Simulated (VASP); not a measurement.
Al3GaN4, 8 atoms in the cell. Symmetry: R3m, No. 160, trigonal system. Conventional cell: a = 6.224 Å, b = 6.224 Å, c = 7.623 Å, α = 90.00°, β = 90.00°, γ = 120.00°. Al (site symmetry m) has 4 N at 1.88 to 1.93 Å within 2.5 Å. Within 2.3 Å of Ga (site symmetry 3m) lie 4 N at 1.76 to 2.05 Å. Within 2.5 Å of N (site symmetry m) lie 3 Al at 1.88 to 1.91 Å and 1 Ga at 2.05 Å. N (site symmetry 3m) has 1 Ga at 1.76 Å and 3 Al at 1.93 Å within 2.3 Å.  This cell differs from its parent crystal: mode 4 (254.0 1/cm) frozen in, largest displacement +0.263 Å.

* Program: VASP 6.6.1
* Task: single point
* Functional: r2SCAN
* Potentials or basis: VASP PAW PBE potentials, release 64 (Al, Ga_d, N)
* Cutoff: 520 eV
* k mesh: 6 × 6 × 6
* Occupations: gaussian, width 0.05 eV
* Spin: no spin polarisation
* Dipole correction: no
* Further INCAR settings: ALGO = Normal; EDIFF = 1e-07; NBANDS = 31

Potentials or basis: VASP PAW PBE potentials, release 64 (Al, Ga_d, N).

Run with:

```sh
$ cat potpaw_PBE.64/Al/POTCAR potpaw_PBE.64/Ga_d/POTCAR potpaw_PBE.64/N/POTCAR > POTCAR
$ cp INCAR.step1 INCAR
$ mpirun -np 1 vasp_std > vasp.out
$ cp INCAR.step2 INCAR
$ mpirun -np 1 vasp_std > vasp.out
```

Hardware: 1 thread of Intel(R) Xeon(R) 6975P-C (Granite Rapids) (shared host).

Question: Estimate the wall time of this run.

Answer: Wall time 2.3 min on 1 thread of Intel(R) Xeon(R) 6975P-C (Granite Rapids), on a shared host, peak memory 0.25 GiB. Counts: k points 32.
